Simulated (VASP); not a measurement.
# La (P6_3/mmc) in VASP: further runs, part 2 of 2

VASP 6.6.1. Earlier steps stand in the parts before.

### Step 3. Single point, LDA

Input file INCAR:

```
PREC = Accurate
ENCUT = 520
EDIFF = 1E-7
ISMEAR = -1
SIGMA = 0.01
LREAL = F
LASPH = T
NELM = 60
ALGO = Normal
ISIF = 2
LWAVE = F
LCHARG = F
NBANDS = 30
```

Input file KPOINTS:

```
Automatic mesh
0
Gamma
  10 10 3
```

Input file POSCAR:

```
La
1.0
    3.5996230182      0.0000000000      0.0000000000
   -1.7998115091      3.1173649778      0.0000000000
    0.0000000000      0.0000000000     11.5524372057
La
4
Direct
    0.0000000000      1.0000000000      0.0000000000
    1.0000000000      1.0000000000      0.5000000000
    0.3333333333      0.6666666667      0.7500000000
    0.6666666667      0.3333333333      0.2500000000
```

Potentials or basis: VASP PAW LDA potentials, release 64 (La).

The run is started by

```console
$ cat potpaw_LDA.64/La/POTCAR > POTCAR
$ mpirun -np 1 vasp_std > vasp.out
```

OUTCAR:

```text
PREC = Accurate
   ENCUT = 520
   EDIFF = 1E-7
   ISMEAR = -1
   LREAL = F
   LASPH = T
   NELM = 60
   ISIF = 2

 ion  position               nearest neighbor table
   1  0.000  0.000  0.000-   3 3.56   4 3.56   3 3.56   4 3.56   4 3.56   3 3.56
   2  0.000  0.000  0.500-   3 3.56   4 3.56   3 3.56   4 3.56   4 3.56   3 3.56
   3  0.333  0.667  0.750-   1 3.56   2 3.56   1 3.56   2 3.56   1 3.56   2 3.56
   4  0.667  0.333  0.250-   1 3.56   2 3.56   1 3.56   2 3.56   1 3.56   2 3.56

  LATTYP: Found a hexagonal cell.
 ALAT       =     3.5996230182
 C/A-ratio  =     3.2093464086

  Lattice vectors:

 A1 = (   3.5996230182,   0.0000000000,   0.0000000000)
 A2 = (  -1.7998115091,   3.1173649778,   0.0000000000)
 A3 = (   0.0000000000,   0.0000000000,  11.5524372057)

Analysis of symmetry for initial positions (statically):
=====================================================================
 Subroutine PRICEL returns:
 Original cell was already a primitive cell.

 Routine SETGRP: Setting up the symmetry group for a
 hexagonal supercell.

 Subroutine GETGRP returns: Found 24 space group operations
 (whereof 12 operations were pure point group operations)
 out of a pool of 24 trial point group operations.

The static configuration has the point symmetry D_3d.
 The point group associated with its full space group is D_6h.

Analysis of symmetry for dynamics (positions and initial velocities):
=====================================================================
 Subroutine PRICEL returns:
 Original cell was already a primitive cell.

 Routine SETGRP: Setting up the symmetry group for a
 hexagonal supercell.

 Subroutine GETGRP returns: Found 24 space group operations
 (whereof 12 operations were pure point group operations)
[... 121 lines left out ...]
   EFERMI =   0.00;   METHOD = LEGACY
   ISMEAR =    -1;   SIGMA  =   0.01  broadening in eV -4-tet -1-fermi 0-gaus
   EFERMI_NEDOS =   21; number of points for ismear=-14 and -15
   IALGO  =     38    algorithm
   IMIX   =      4    mixing-type and parameters
     AMIX     =   0.40;   BMIX     =  1.00
     AMIX_MAG =   1.60;   BMIX_MAG =  1.00
  volume/ion in A,a.u.               =      32.41       218.70
  Fermi-wavevector in a.u.,A,eV,Ry     =   1.141965  2.158002 17.743154  1.304085
  Thomas-Fermi vector in A             =   2.278664
   LORBIT       =      0    0 simple, 1 ext, 2 COOP (PROOUT), +10 PAW based schemes
   GGA     = CA    functional components
   LHFCALC =     F    Hartree Fock is set to
   AEXX    =    0.0000 exact exchange contribution
   IVDW    =     0    specifies the selected vdW correction
   LEPSILON=     F    determine dielectric tensor
   LRPA    =     F    only Hartree local field effects (RPA)
 non-spin polarized calculation
  energy-cutoff  :      520.00
  volume of cell :      129.63
 maximum number of plane-waves:      3523
 NGX is ok and might be reduce to    28
   NGX = 13   NGY = 13   NGZ = 43

 number of electron      44.0000002 magnetization

 Free energy of the ion-electron system (eV)
  ---------------------------------------------------
  ext. energy  EPLUGINS =         0.00000000
  ---------------------------------------------------
  free energy    TOTEN  =       -22.30760010 eV

  energy without entropy =      -22.30447763  energy(sigma->0) =      -22.30603886

 E-fermi :   9.1129     XC(G=0): -10.3299

 val. band max:        9.1065977952   @ k =   0.3000   0.2000   0.0000
 cond. band min:       9.1144474971   @ k =   0.2000   0.2000   0.3333
 fundamental gap:      0.0078497019
 Fermi energy:         9.1128660392

 k-point     1 :       0.0000    0.0000    0.0000
  band No.  band energies     occupation
      1     -23.5820      2.00000
      2     -23.4180      2.00000
      3     -23.3972      2.00000
      4     -23.2232      2.00000
      5      -8.3103      2.00000
      6      -7.3446      2.00000
[... 781 lines left out ...]
     29      10.8538      0.00000
     30      10.8988      0.00000

 [... further k-points ...]

------------------------ aborting loop because EDIFF is reached ----------------------------------------

  FORCE on cell =-STRESS in cart. coord.  units (eV):
  Direction    XX          YY          ZZ          XY          YZ          ZX
  --------------------------------------------------------------------------------------
  -------------------------------------------------------------------------------------
  Total       -0.1123583     -0.1123583     -0.2156467      0.0000000     -0.0000000      0.0000000
  in kB       -1.3886645     -1.3886645     -2.6652323      0.0000000     -0.0000000      0.0000000
  external PRESSURE =      -1.8141871 kB  Pullay stress =       0.0000000 kB

 VOLUME and BASIS-vectors are now :
 -----------------------------------------------------------------------------
  energy-cutoff  :      520.00
  volume of cell :      129.63
      direct lattice vectors                 reciprocal lattice vectors
     3.599623018  0.000000000  0.000000000     0.277806869  0.160391871  0.000000000
    -1.799811509  3.117364978  0.000000000     0.000000000  0.320783741  0.000000000
     0.000000000  0.000000000 11.552437206     0.000000000  0.000000000  0.086561821

 POSITION                                       TOTAL-FORCE (eV/Angst)
 -----------------------------------------------------------------------------------
      0.00000      0.00000      0.00000        -0.000000     -0.000000     -0.000000
      0.00000      0.00000      5.77622        -0.000000     -0.000000     -0.000000
     -0.00000      2.07824      8.66433         0.000000      0.000000     -0.000000
      1.79981      1.03912      2.88811         0.000000      0.000000      0.000000
 -----------------------------------------------------------------------------------
    total drift:                               -0.000000      0.000000      0.000000

  FREE ENERGIE OF THE ION-ELECTRON SYSTEM (eV)
  ---------------------------------------------------
  free  energy   TOTEN  =       -22.3076000953 eV

  energy  without entropy=      -22.3044776312  energy(sigma->0) =      -22.30603886
```

Wall time 2.6 min (1 thread of Intel Xeon 6975P-C, shared host); peak memory 0.27 GiB.

Results:

```
Free energy            : -22.3076 eV
Pressure               : -0.2 GPa
Band gap on the k mesh : zero (band 22 reaches 9.96 eV, above the bottom of band 23 at 8.85 eV)
```

Stress tensor (GPa, compression positive):
```
-0.14  0.00  0.00
 0.00 -0.14  0.00
 0.00  0.00 -0.27
```

Caveat: spin-orbit coupling is left out, which moves the levels of the heavy elements.

### Step 4. Single point, LDA

Input file INCAR:

```
SYSTEM = La
PREC     = Accurate       ! precision mode
ENCUT    = 520            ! plane-wave cutoff, eV
EDIFF    = 1E-6           ! SCF threshold, eV
ISMEAR   = -1             ! smearing method
SIGMA    = 0.03           ! smearing width, eV
LREAL    = .False.        ! projectors in reciprocal space
LASPH    = .True.         ! aspherical terms in the spheres
NELM     = 80             ! most SCF steps
ALGO     = Normal         ! electronic algorithm
ISIF     = 2              ! what is computed and relaxed
LWAVE    = .False.        ! write WAVECAR
LCHARG   = .True.         ! write CHGCAR
LELF     = .True.         ! ELF
LVHAR    = .True.       
NBANDS   = 30             ! bands
```

Input file KPOINTS:

```
regular mesh
0
Gamma
  10 10 3
  0 0 0
```

POSCAR is that of step 3.

The run is started by

```console
$ cat potpaw_LDA.64/La/POTCAR > POTCAR
$ mpirun -np 1 vasp_std > vasp.out
```

Run time: 2.5 min. Hardware: 1 thread of Intel Xeon 6975P-C, shared host; peak memory 0.26 GiB.

It converged, with:

```yaml
Free_energy: -22.3193 eV
Pressure: -0.2 GPa
Band_gap_on_the_k_mesh: zero (band 22 reaches 9.96 eV, above the bottom of band 23 at 8.85 eV)
```

Stress tensor (GPa, compression positive):
```
-0.11  0.00  0.00
 0.00 -0.11  0.00
 0.00  0.00 -0.39
```

Levels at points of the mesh, in eV from the Fermi level:
```tsv
k point	band 20	band 21	band 22	band 23	band 24	band 25
(0.00, 0.00, 0.00)	-1.75	0.56	0.73	1.18	1.21	1.22
(0.50, 0.00, 0.00)	-1.29	-0.89	-0.32	-0.25	0.44	1.09
```

Caveat: spin-orbit coupling is left out, which moves the levels of the heavy elements.

### Step 5. Single point, LDA

Input file INCAR:

```
SYSTEM = La
PREC = Accurate
ENCUT = 520
EDIFF = 1E-6
ISMEAR = -1
SIGMA = 0.2
LREAL = .False.
LASPH = .True.
NELM = 60
ALGO = Normal
ISIF = 2
LWAVE = .False.
LCHARG = .True.
LELF = .True.
LVHAR = .True.
NBANDS = 30
```

KPOINTS is that of step 4.

POSCAR is that of step 4.

The run is started by

```console
$ cat potpaw_LDA.64/La/POTCAR > POTCAR
$ mpirun -np 1 vasp_std > vasp.out
```

Run time: 3.4 min. Hardware: 1 thread of Intel Xeon 6975P-C, shared host; peak memory 0.26 GiB.

The run converged. Its results:

```yaml
Free_energy: -22.7212 eV
Pressure: 0.2 GPa
Band_gap_on_the_k_mesh: zero (band 22 reaches 9.98 eV, above the bottom of band 23 at 8.85 eV)
```

Stress tensor (GPa, compression positive):
```
0.11 0.00 0.00
0.00 0.11 0.00
0.00 0.00 0.39
```

Levels at points of the mesh, in eV from the Fermi level:
| k point | band 19 | band 20 | band 21 | band 22 | band 23 | band 24 | band 25 | band 26 |
| --- | --- | --- | --- | --- | --- | --- | --- | --- |
| (0.00, 0.00, 0.00) | -1.71 | -1.69 | 0.63 | 0.80 | 1.27 | 1.27 | 1.28 | 1.28 |
| (0.50, 0.00, 0.00) | -1.80 | -1.25 | -0.82 | -0.26 | -0.20 | 0.51 | 1.17 | 1.20 |

Caveat: spin-orbit coupling is left out, which moves the levels of the heavy elements.

### Step 6. Single point, LDA

Input file INCAR:

```
SYSTEM = La
  PREC = Accurate
  ENCUT = 520
  EDIFF = 1E-7
  ISMEAR = -1
  SIGMA = 0.6
  LREAL = .False.
  LASPH = .True.
  NELM = 100
  ALGO = Normal
  ISIF = 2
  LWAVE = .False.
  LCHARG = .False.
  NBANDS = 30
```

KPOINTS is that of step 5.

POSCAR is that of step 5.

Potentials or basis: VASP PAW LDA potentials, release 64 (La).

The run is started by

```console
$ cat potpaw_LDA.64/La/POTCAR > POTCAR
$ mpirun -np 1 vasp_std > vasp.out
```

Wall time 9.2 min (1 thread of Intel Xeon 6975P-C, shared host); peak memory 0.28 GiB.

The run converged. Its results:

```yaml
Free_energy: -25.8843 eV
Pressure: 2.9 GPa
Band_gap_on_the_k_mesh: zero (band 22 reaches 10.14 eV, above the bottom of band 23 at 8.90 eV)
```

Stress tensor (GPa, compression positive):
```
2.65 0.00 0.00
0.00 2.65 0.00
0.00 0.00 3.48
```

Levels at points of the mesh, in eV from the Fermi level:
```tsv
k point	band 20	band 21	band 22	band 23	band 24	band 25
(0.00, 0.00, 0.00)	-1.67	0.74	0.90	1.31	1.31	1.42
(0.50, 0.00, 0.00)	-1.23	-0.79	-0.23	-0.16	0.58	1.24
```

Caveat: spin-orbit coupling is left out, which moves the levels of the heavy elements.

### Step 7. Summary

| smearing | gap on the mesh (eV) | pressure (GPa) |
| --- | --- | --- |
| fermi-dirac 0.1 eV | none | -0.1 |
| fermi-dirac 0.01 eV | none | -0.2 |
| fermi-dirac 0.03 eV | none | -0.2 |
| fermi-dirac 0.2 eV | none | 0.2 |
| fermi-dirac 0.6 eV | none | 2.9 |

Alike in all rows: task single point; level LDA; potentials or basis VASP PAW LDA potentials, release 64 (La); no spin polarisation; cell as given; k mesh 10 × 10 × 3; cutoff (eV) 520.

Every run on the cell as given and a fine mesh finds a metal.

Caveats: spin-orbit coupling is left out, which moves the levels of the heavy elements.

Total energies depend on the potentials used, so only differences within one code and one set of settings carry meaning.
